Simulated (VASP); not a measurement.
# BN (R3m) in VASP: notebook, part 2 of 2

VASP 6.6.1. Earlier steps stand in the parts before.

## (3) Phonons, PBE+D3(BJ)

This run uses another cell than the first one, of 6.80 Å³/atom, 0.831 times its volume.

The input, INCAR:

```
SYSTEM = BN
PREC     = Accurate       ! precision mode
ENCUT    = 520            ! plane-wave cutoff, eV
EDIFF    = 1E-8           ! SCF threshold, eV
ISMEAR   = 0              ! smearing method
SIGMA    = 0.01           ! smearing width, eV
LREAL    = .False.        ! projectors in reciprocal space
LASPH    = .True.         ! aspherical terms in the spheres
NELM     = 100            ! most SCF steps
ALGO     = Normal         ! electronic algorithm
ISIF     = 2              ! what is computed and relaxed
LWAVE    = .False.        ! write WAVECAR
LCHARG   = .False.        ! write CHGCAR
GGA      = PE             ! functional
IVDW     = 12             ! dispersion correction
NBANDS   = 11             ! bands
IBRION   = 6              ! ionic algorithm
NFREE    = 2            
POTIM    = 0.015          ! step
NSW      = 1              ! ionic steps
```

The input, KPOINTS:

```
Automatic mesh
0
Gamma
  12 12 12
  0 0 0
```

The input, POSCAR:

```
BN
1.0
    1.2326192952      0.7116530819      2.5832086733
   -1.2326192952      0.7116530819      2.5832086733
    0.0000000000     -1.4233061638      2.5832086733
B N
1 1
Direct
    1.0023996471      1.0023996471      1.0023996471
    0.3300333529      0.3300333529      0.3300333529
```

Potentials or basis: VASP PAW PBE potentials, release 64 (B, N).

Launch:

```bash
cat potpaw_PBE.64/B/POTCAR potpaw_PBE.64/N/POTCAR > POTCAR
mpirun -np 1 vasp_std > vasp.out
```

OUTCAR:

```text
SYSTEM = BN
   PREC = Accurate
   ENCUT = 520
   EDIFF = 1E-8
   ISMEAR = 0
   LREAL = .False.
   LASPH = .True.
   NELM = 100
   ISIF = 2
   GGA = PE
   IVDW = 12
   IBRION = 6
   NFREE = 2
   POTIM = 0.015
   NSW = 1
 IVDW          = 12

 ion  position               nearest neighbor table
   1  0.002  0.002  0.002-   2 1.42   2 1.42   2 1.42
   2  0.330  0.330  0.330-   1 1.42   1 1.42   1 1.42

  LATTYP: Found a trigonal (rhomboedric) cell.
 ALAT       =     2.9493673026
 COS(alpha) =     0.6506745744

  Lattice vectors:

 A1 = (   1.2326192952,   0.7116530819,   2.5832086733)
 A2 = (  -1.2326192952,   0.7116530819,   2.5832086733)
 A3 = (   0.0000000000,  -1.4233061638,   2.5832086733)

Analysis of symmetry for initial positions (statically):
=====================================================================
 Subroutine PRICEL returns:
[... 841 lines left out ...]
      8      21.3353      0.00000
      9      25.7144      0.00000
     10      29.5129      0.00000
     11      31.9175      0.00000

 [... further k-points ...]

------------------------ aborting loop because EDIFF is reached ----------------------------------------

 Edisp (eV)   -0.38609

 E8    (eV) :    -0.1150
[... 25 lines left out ...]
  FREE ENERGIE OF THE ION-ELECTRON SYSTEM (eV)
  ---------------------------------------------------
  free  energy   TOTEN  =       -17.6233831940 eV

  energy  without entropy=      -17.6233831940  energy(sigma->0) =      -17.62338319

 INTERNAL STRAIN TENSORS FROM DISPLACED ATOMS
 ============================================

 INTERNAL STRAIN TENSOR FOR ION    1 for displacements in x,y,z  (eV/Angst):
          X           Y           Z          XY          YZ          ZX
  --------------------------------------------------------------------------------
  x    -0.00000     0.00000     0.00000   -16.13970     0.00000    -1.53841
  y   -16.13970    16.13970     0.00000     0.00000    -1.53842    -0.00000
  z     0.56417     0.56417    -5.00029     0.00000     0.00000    -0.00000

 INTERNAL STRAIN TENSOR FOR ION    2 for displacements in x,y,z  (eV/Angst):
          X           Y           Z          XY          YZ          ZX
  --------------------------------------------------------------------------------
  x     0.00000    -0.00000    -0.00000    16.13559     0.00000     1.53810
  y    16.13559   -16.13559     0.00000     0.00000     1.53810     0.00000
  z    -0.56467    -0.56467     4.99778     0.00000     0.00000     0.00000

 Eigenvectors and eigenvalues of the dynamical matrix
 ----------------------------------------------------

   1 f  =   43.246036 THz   271.722856 2PiTHz 1442.532476 cm-1   178.851152 meV
             X         Y         Z           dx          dy          dz
      0.000000  0.000000  0.018596    -0.000006   -0.751185    0.000000
      0.000000  0.000000  2.557635     0.000005    0.660092    0.000000
[... 21 lines left out ...]
   6 f/i=    0.000320 THz     0.002008 2PiTHz    0.010659 cm-1     0.001322 meV
             X         Y         Z           dx          dy          dz
      0.000000  0.000000  0.018596     0.000000   -0.000001    0.660075
      0.000000  0.000000  2.557635     0.000000   -0.000001    0.751199

 ELASTIC MODULI CONTR FROM IONIC RELAXATION (kBar)
 Direction    XX          YY          ZZ          XY          YZ          ZX
 --------------------------------------------------------------------------------
 XX        -661.8497    652.9453     39.4325      0.0000    -62.6639      0.0000
 YY         652.9453   -661.8497     39.4325     -0.0000     62.6639     -0.0000
 ZZ          39.4325     39.4325   -349.2494      0.0000      0.0000      0.0000
 XY           0.0000     -0.0000      0.0000   -657.3975      0.0000    -62.6636
 YZ         -62.6639     62.6639      0.0000      0.0000     -5.9732      0.0000
 ZX           0.0000     -0.0000      0.0000    -62.6636      0.0000     -5.9731
 --------------------------------------------------------------------------------
```

OSZICAR:

```text
N       E                     dE             d eps       ncg     rms          rms(c)
DAV:   1     0.114520243072E+02    0.11452E+02   -0.48815E+03  4265   0.712E+02
DAV:   2    -0.183801341804E+02   -0.29832E+02   -0.28912E+02  4868   0.167E+02
DAV:   3    -0.189427201815E+02   -0.56259E+00   -0.56185E+00  5066   0.203E+01
DAV:   4    -0.189436181064E+02   -0.89792E-03   -0.89791E-03  4546   0.900E-01
[... 87 lines left out ...]
DAV:   3    -0.172372751481E+02    0.81655E-03   -0.31448E-03  4488   0.404E-01    0.280E-02
DAV:   4    -0.172372859778E+02   -0.10830E-04   -0.13958E-04  4887   0.101E-01    0.135E-02
DAV:   5    -0.172372885487E+02   -0.25709E-05   -0.29160E-06  4684   0.140E-02    0.359E-03
DAV:   6    -0.172372886762E+02   -0.12748E-06   -0.59054E-07  4740   0.598E-03    0.884E-04
DAV:   7    -0.172372886838E+02   -0.76111E-08   -0.54848E-08  4734   0.191E-03
   9 F= -.17623383E+02 E0= -.17623383E+02  d E =-.187808-150
```

stdout:

```text
POSCAR found type information on POSCAR B N
 POSCAR found :  2 types and       2 ions
 scaLAPACK will be used
 LDA part: xc-table for (Slater+PW92), standard interpolation
 POSCAR, INCAR and KPOINTS ok, starting setup
 FFT: planning ... GRIDC
 FFT: planning ... GRID_SOFT
 FFT: planning ... GRID
 WAVECAR not read
 entering main loop
 Found     4 degrees of freedom:
 Finite differences POTIM= 0.01500 DOF=   4
 bond charge predicted
 Finite differences progress:
 bond charge predicted
 Finite differences progress:
 bond charge predicted
 Finite differences progress:
 bond charge predicted
 Finite differences progress:
 bond charge predicted
 Finite differences progress:
 bond charge predicted
 Finite differences progress:
 bond charge predicted
 Finite differences progress:
 bond charge predicted
 Finite differences progress:
```

Wall time 2.8 min (1 thread of Intel Xeon 6975P-C (Granite Rapids), shared host); peak memory 0.37 GiB.

Results:

```yaml
Highest_phonon_frequency_at_Γ_LO-TO_splitting_left_out: 1443 cm⁻¹
Dispersion_energy_per_atom: -0.193 eV
```

Phonon frequencies in cm⁻¹ (negative: imaginary):
```tsv
q point	frequencies
(0.000, 0.000, 0.000)	0 0 0 613 1443 1443
```

Caveat: the cell wasn't relaxed at this level first, which shifts response properties.
